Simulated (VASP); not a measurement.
# Zn3H (C2/m) in VASP: single point with PBE

Aim: the single point of Zn3H with PBE.

Program: VASP 6.6.1. These are calculated values, not measurements. Logs are shortened: lines on timing, memory, paths and dates and some standing lists are left out, and cuts for length are marked.

## (1) The cell of the first run

Symmetry: C2/m, No. 12, monoclinic system. The conventional cell has a = 4.809 Å, b = 2.647 Å, c = 8.192 Å, α = 90.00°, β = 105.48°, γ = 90.00°. Zn (site symmetry 2/m) has 12 Zn at 2.65 to 2.87 Å within 3.5 Å. Within 3.0 Å of Zn (site symmetry m) lie 4 H at 2.07 to 2.98 Å and 9 Zn at 2.65 to 2.87 Å. Within 2.8 Å of H (site symmetry 2/m) lie 6 Zn at 2.07 to 2.79 Å and 6 H at 2.65 to 2.74 Å.

## (2) Single point, PBE

Contents of INCAR:

```
  PREC = Accurate
  ENCUT = 520
  EDIFF = 1E-6
  ISMEAR = 0
  SIGMA = 0.1
  LREAL = F
  LASPH = T
  NELM = 60
  ALGO = Normal
  ISIF = 2
  LWAVE = F
  LCHARG = F
  GGA = PE
  NBANDS = 26
```

Contents of KPOINTS:

```
regular mesh
0
Gamma
  16 16 6
```

Contents of POSCAR:

```
Zn3H
1.0
    2.4002165211     -1.3236812675     -0.1470611422
    2.4002165211      1.3236812675     -0.1470611422
   -2.1347602683      0.0000000000      8.0399220020
Zn H
3 1
Direct
    1.0000000000      1.0000000000      1.0000000000
    0.1331673450      0.1331673450      0.7016389096
    0.8668326550      0.8668326550      0.2983610904
    0.5000000000      0.5000000000      0.5000000000
```

Potentials or basis: VASP PAW PBE potentials, release 64 (Zn, H).

Command:

```
cat potpaw_PBE.64/Zn/POTCAR potpaw_PBE.64/H/POTCAR > POTCAR
mpirun -np 1 vasp_std > vasp.out
```

OUTCAR:

```text
PREC = Accurate
   ENCUT = 520
   EDIFF = 1E-6
   ISMEAR = 0
   LREAL = F
   LASPH = T
   NELM = 60
   ISIF = 2
   GGA = PE

 ion  position               nearest neighbor table
   1  0.000  0.000  0.000-   2 2.75   3 2.75   3 2.87   3 2.87   2 2.87   2 2.87
   2  0.133  0.133  0.702-   1 2.75   1 2.87   1 2.87
   3  0.867  0.867  0.298-   1 2.75   1 2.87   1 2.87
   4  0.500  0.500  0.500-

  Warning from LATTYP: Got some problem with cell dimensions!
  Tried to take original basis but could not verify dimensions!
  LATTYP: Found a base centered monoclinic cell.
 ALAT       =     4.8094350303
 B/A-ratio  =     0.5504518760
 C/A-ratio  =     1.7032470009
 COS(beta)  =    -0.2669773908

  Lattice vectors:

 A1 = (  -2.4002165211,   1.3236812675,   0.1470611422)
 A2 = (  -2.4002165211,  -1.3236812675,   0.1470611422)
 A3 = (   2.6656727739,  -0.0000000000,   7.7457997176)

Analysis of symmetry for initial positions (statically):
=====================================================================
 Subroutine PRICEL returns:
 Original cell was already a primitive cell.

 Routine SETGRP: Setting up the symmetry group for a
 base centered monoclinic supercell.

 Subroutine GETGRP returns: Found  4 space group operations
 (whereof  4 operations were pure point group operations)
 out of a pool of  4 trial point group operations.

The static configuration has the point symmetry C_2h.

Analysis of symmetry for dynamics (positions and initial velocities):
=====================================================================
 Subroutine PRICEL returns:
 Original cell was already a primitive cell.

 Routine SETGRP: Setting up the symmetry group for a
 base centered monoclinic supercell.

 Subroutine GETGRP returns: Found  4 space group operations
 (whereof  4 operations were pure point group operations)
 out of a pool of  4 trial point group operations.

The dynamic configuration has the point symmetry C_2h.

 Subroutine INISYM returns: Found  4 space group operations
 (whereof  4 operations are pure point group operations),
 and found     1 'primitive' translations

----------------------------------------------------------------------------------------

                                     Primitive cell

  volume of cell :      50.2565

  direct lattice vectors                    reciprocal lattice vectors
     2.400216521 -1.323681268 -0.147061142     0.211759528 -0.377734438  0.056226395
     2.400216521  1.323681268 -0.147061142     0.211759528  0.377734438  0.056226395
    -2.134760268  0.000000000  8.039922002     0.007746741  0.000000000  0.126436231

  length of vectors
     2.744958729  2.744958729  8.318506308     0.436677010  0.436677010  0.126673330

  position of ions in fractional coordinates (direct lattice)
     0.000000000  0.000000000  0.000000000
     0.133167345  0.133167345  0.701638910
     0.866832655  0.866832655  0.298361090
     0.500000000  0.500000000  0.500000000

  ion indices of the primitive-cell ions
   primitive index   ion index
                 1           1
                 2           2
                 3           3
                 4           4

----------------------------------------------------------------------------------------

 KPOINTS: regular mesh

Automatic generation of k-mesh.
 Grid dimensions read from file:
 generate k-points for:   16   16    6

 Generating k-lattice:

  Cartesian coordinates                     Fractional coordinates (reciprocal lattice)
     0.013234971 -0.023608402  0.003514150     0.062500000  0.000000000 -0.000000000
     0.013234971  0.023608402  0.003514150     0.000000000  0.062500000 -0.000000000
     0.001291124  0.000000000  0.021072705     0.000000000  0.000000000  0.166666667

  Length of vectors
     0.027292313  0.027292313  0.021112222

  Shift w.r.t. Gamma in fractional coordinates (k-lattice)
     0.000000000  0.000000000  0.000000000

 Subroutine IBZKPT returns following result:
 ===========================================

 Found    418 irreducible k-points:

 Following reciprocal coordinates:
            Coordinates               Weight
  0.000000  0.000000  0.000000      1.000000
  0.062500 -0.000000 -0.000000      4.000000
  0.125000 -0.000000 -0.000000      4.000000
  0.187500 -0.000000  0.000000      4.000000
  0.250000 -0.000000 -0.000000      4.000000
  0.312500 -0.000000 -0.000000      4.000000
[... 16 lines left out ...]
 -0.125000  0.062500  0.000000      4.000000
 -0.062500  0.062500  0.000000      2.000000
 [... further k-points ...]
   k-points           NKPTS =    418   k-points in BZ     NKDIM =    418   number of bands    NBANDS=     26
   number of dos      NEDOS =    301   number of ions     NIONS =      4
   total plane-waves  NPLWV =  25600
   dimension x,y,z NGX =    20 NGY =   20 NGZ =   64
   dimension x,y,z NGXF=    40 NGYF=   40 NGZF=  128
   ions per type =               3   1
   NGX,Y,Z   is equivalent  to a cutoff of  12.11, 12.11, 12.79 a.u.
   NGXF,Y,Z  is equivalent  to a cutoff of  24.23, 24.23, 25.58 a.u.
 SYSTEM =  unknown system
   PREC   = accura    normal or accurate (medium, high low for compatibility)
   ISTART =      0    job   : 0-new  1-cont  2-samecut
   ICHARG =      2    charge: 1-file 2-atom 10-const
   ISPIN  =      1    spin polarized calculation?
   LNONCOLLINEAR =      F non collinear calculations
   LSORBIT =      F    spin-orbit coupling
   LASPH  =      T    aspherical Exc in radial PAW
   ENCUT  =  520.0 eV  38.22 Ry    6.18 a.u.   5.10  5.10 15.47*2*pi/ulx,y,z
   NELM   =     60;   NELMIN=  2; NELMDL= -5     # of ELM steps
   EDIFF  = 0.1E-05   stopping-criterion for ELM
   LREAL  =      F    real-space projection
   EDIFFG = 0.1E-04   stopping-criterion for IOM
   NSW    =      0    number of steps for IOM
   IBRION =     -1    ionic relax: 0-MD 1-quasi-New 2-CG
   NFREE  =      0    steps in history (QN), initial steepest desc. (CG)
   ISIF   =      2    stress and relaxation
   ISYM   =      2    0-nonsym 1-usesym 2-fastsym
   POTIM  = 0.5000    time-step for ionic-motion
   TEBEG  =    0.0;   TEEND  =   0.0 temperature during run
   PSTRESS=    0.0 pullay stress
   NELECT =      37.0000    total number of electrons
   NUPDOWN=      -1.0000    fix difference up-down
   EMIN   =  10.00;   EMAX   =-10.00  energy-range for DOS
   EFERMI =   0.00;   METHOD = LEGACY
   ISMEAR =     0;   SIGMA  =   0.10  broadening in eV -4-tet -1-fermi 0-gaus
   EFERMI_NEDOS =   21; number of points for ismear=-14 and -15
   IALGO  =     38    algorithm
   IMIX   =      4    mixing-type and parameters
     AMIX     =   0.40;   BMIX     =  1.00
     AMIX_MAG =   1.60;   BMIX_MAG =  1.00
  volume/ion in A,a.u.               =      12.56        84.79
  Fermi-wavevector in a.u.,A,eV,Ry     =   1.478239  2.793467 29.731320  2.185190
  Thomas-Fermi vector in A             =   2.592544
   LORBIT       =      0    0 simple, 1 ext, 2 COOP (PROOUT), +10 PAW based schemes
   GGA     = PE    functional components
   LHFCALC =     F    Hartree Fock is set to
   AEXX    =    0.0000 exact exchange contribution
   IVDW    =     0    specifies the selected vdW correction
   LEPSILON=     F    determine dielectric tensor
   LRPA    =     F    only Hartree local field effects (RPA)
 non-spin polarized calculation
 Gauss-broadening in eV      SIGMA  =   0.10
  energy-cutoff  :      520.00
  volume of cell :       50.26
 maximum number of plane-waves:      1377
   NGX = 11   NGY = 11   NGZ = 31

 number of electron      37.0000003 magnetization

 Free energy of the ion-electron system (eV)
  ---------------------------------------------------
  ext. energy  EPLUGINS =         0.00000000
  ---------------------------------------------------
  free energy    TOTEN  =        -5.78662537 eV

  energy without entropy =       -5.78283717  energy(sigma->0) =       -5.78473127

 E-fermi :   2.9179     XC(G=0): -11.3138

 val. band max:        2.9151604842   @ k =  -0.1250   0.1875   0.1667
 cond. band min:       2.9277761788   @ k =  -0.1875   0.4375   0.1667
 fundamental gap:      0.0126156946
 Fermi energy:         2.9178727920

 k-point     1 :       0.0000    0.0000    0.0000
  band No.  band energies     occupation
      1      -7.8005      2.00000
      2      -5.9152      2.00000
      3      -5.8517      2.00000
      4      -5.1734      2.00000
      5      -4.9319      2.00000
      6      -4.8553      2.00000
[... 18 lines left out ...]
     25      19.9461      0.00000
     26      20.1818      0.00000

 k-point     2 :       0.0625   -0.0000   -0.0000
  band No.  band energies     occupation
      1      -7.6870      2.00000
      2      -5.8755      2.00000
      3      -5.7456      2.00000
      4      -5.1599      2.00000
      5      -4.9254      2.00000
      6      -4.8463      2.00000
[... 18 lines left out ...]
     25      18.5566      0.00000
     26      19.5426      0.00000

 k-point     3 :       0.1250   -0.0000   -0.0000
  band No.  band energies     occupation
      1      -7.3519      2.00000
      2      -5.7172      2.00000
      3      -5.5129      2.00000
      4      -5.1374      2.00000
      5      -4.9264      2.00000
      6      -4.8426      2.00000
[... 18 lines left out ...]
     25      16.6511      0.00000
     26      18.3164      0.00000

 k-point     4 :       0.1875   -0.0000    0.0000
  band No.  band energies     occupation
      1      -6.8173      2.00000
      2      -5.5038      2.00000
      3      -5.2635      2.00000
      4      -5.1492      2.00000
      5      -4.9133      2.00000
      6      -4.8893      2.00000
[... 18 lines left out ...]
     25      15.7968      0.00000
     26      17.0449      0.00000
[... 496 lines left out ...]
      1      -6.4107      2.00000
      2      -5.3851      2.00000
      3      -5.1704      2.00000
      4      -5.1438      2.00000
      5      -4.9444      2.00000
      6      -4.8751      2.00000
[... 18 lines left out ...]
     25      15.1523      0.00000
     26      15.5225      0.00000

 k-point    23 :      -0.1250    0.0625    0.0000
  band No.  band energies     occupation
      1      -7.0200      2.00000
      2      -5.5211      2.00000
      3      -5.3437      2.00000
      4      -5.1432      2.00000
      5      -4.9101      2.00000
      6      -4.8453      2.00000
[... 18 lines left out ...]
     25      15.5697      0.00000
     26      16.2947      0.00000

 k-point    24 :      -0.0625    0.0625    0.0000
  band No.  band energies     occupation
      1      -7.4596      2.00000
      2      -5.7125      2.00000
      3      -5.6035      2.00000
      4      -5.1415      2.00000
      5      -4.9094      2.00000
      6      -4.7938      2.00000
[... 18 lines left out ...]
     25      16.9794      0.00000
     26      17.7279      0.00000

 [... further k-points ...]
[... 5 lines left out ...]
  --------------------------------------------------------------------------------------
  -------------------------------------------------------------------------------------
  Total        0.0657715      0.0576189      0.0265864      0.0000000      0.0000000     -0.0211586
  in kB        2.0967948      1.8368897      0.8475737      0.0000000      0.0000000     -0.6745356
  external PRESSURE =       1.5937527 kB  Pullay stress =       0.0000000 kB

 VOLUME and BASIS-vectors are now :
 -----------------------------------------------------------------------------
  energy-cutoff  :      520.00
  volume of cell :       50.26
      direct lattice vectors                 reciprocal lattice vectors
     2.400216521 -1.323681268 -0.147061142     0.211759528 -0.377734438  0.056226395
     2.400216521  1.323681268 -0.147061142     0.211759528  0.377734438  0.056226395
    -2.134760268  0.000000000  8.039922002     0.007746741  0.000000000  0.126436231

 POSITION                                       TOTAL-FORCE (eV/Angst)
 -----------------------------------------------------------------------------------
      0.00000      0.00000      0.00000        -0.000000      0.000000      0.000000
     -0.85857      0.00000      5.60195         0.002732      0.000000     -0.003057
      3.52424      0.00000      2.14385        -0.002732      0.000000      0.003057
      1.33284      0.00000      3.87290        -0.000000     -0.000000      0.000000
 -----------------------------------------------------------------------------------
    total drift:                                0.000000     -0.000000     -0.000000

  FREE ENERGIE OF THE ION-ELECTRON SYSTEM (eV)
  ---------------------------------------------------
  free  energy   TOTEN  =        -5.7866253746 eV

  energy  without entropy=       -5.7828371687  energy(sigma->0) =       -5.78473127
```

Wall time 4.3 min (1 thread of AMD EPYC 9R45 (Zen 5), shared host); peak memory 0.48 GiB.

What came out:

| Quantity | Value |
| --- | --- |
| Free energy | -5.7866 eV |
| Pressure | 0.2 GPa |
| Largest force | 0.004 eV/Å |
| Band gap on the k mesh | zero (an odd number of electrons rules out a gap without spin polarisation) |

Forces in eV/Å, atoms in the order of the input:
```
Zn   0.000  0.000  0.000
Zn   0.003  0.000 -0.003
Zn  -0.003  0.000  0.003
H    0.000  0.000  0.000
```

Levels at points of the mesh, in eV from the Fermi level:
```
           k point  band 17  band 18  band 19  band 20  band 21  band 22
(0.00, 0.00, 0.00)    -7.11    -7.10    -0.27    -0.05    10.45    11.63
(0.50, 0.00, 0.00)    -2.07    -1.96    -0.73     0.97     1.27     3.67
(0.50, 0.50, 0.00)    -2.94    -2.41    -2.36     1.30     2.10     2.62
(0.00, 0.00, 0.50)    -7.12    -5.08    -3.93     5.03     5.34    13.36
(0.50, 0.00, 0.50)    -2.51    -1.33    -0.86     0.27     1.69     4.34
(0.50, 0.50, 0.50)    -2.94    -2.61    -1.52    -0.10     1.07     4.83
```
